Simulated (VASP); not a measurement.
The system is MoN2.

```
Mo N
1.0
     4.34805    0.00000    0.00000
     0.00000    4.34805    0.00000
     0.00000    0.00000    2.76746
Mo N
2 4
Direct
  0.00000 0.00000 0.00000
  0.50000 0.50000 0.00000
  0.61165 0.88835 0.50000
  0.38835 0.11165 0.50000
  0.11165 0.61165 0.50000
  0.88835 0.38835 0.50000
```

Base run:

- Program: VASP 6.6.1
- Functional: PBEsol
- Potentials or basis: VASP PAW PBE potentials, release 64 (Mo_sv, N_h)
- Cutoff: 910 eV
- k mesh: 6 × 6 × 10
- Occupations: fermi-dirac, width 0.05 eV
- Spin: no spin polarisation

Its results: band gap on the k mesh zero (band 24 reaches 13.95 eV, above the bottom of band 25 at 11.97 eV); pressure -13.9 GPa; largest force 0.075 eV/Å.

Question: The run is repeated on the same cell with these changes: functional from PBEsol to LDA; potentials or basis from VASP PAW PBE potentials, release 64 (Mo_sv, N_h) to VASP PAW LDA potentials, release 64 (Mo_sv, N); cutoff from 910 eV to 520 eV. What comes out?

Answer: Band gap on the k mesh zero (band 24 reaches 13.38 eV, above the bottom of band 25 at 11.41 eV); pressure -19.6 GPa; largest force 0.029 eV/Å.

Caveats: the cutoff is under 1.25 times the usual one of these potentials, so pressure, stress and relaxed cells hold a basis-set (Pulay) error (some runs); the PAW data sets were made with another functional, which shifts forces and pressure a little (some runs).
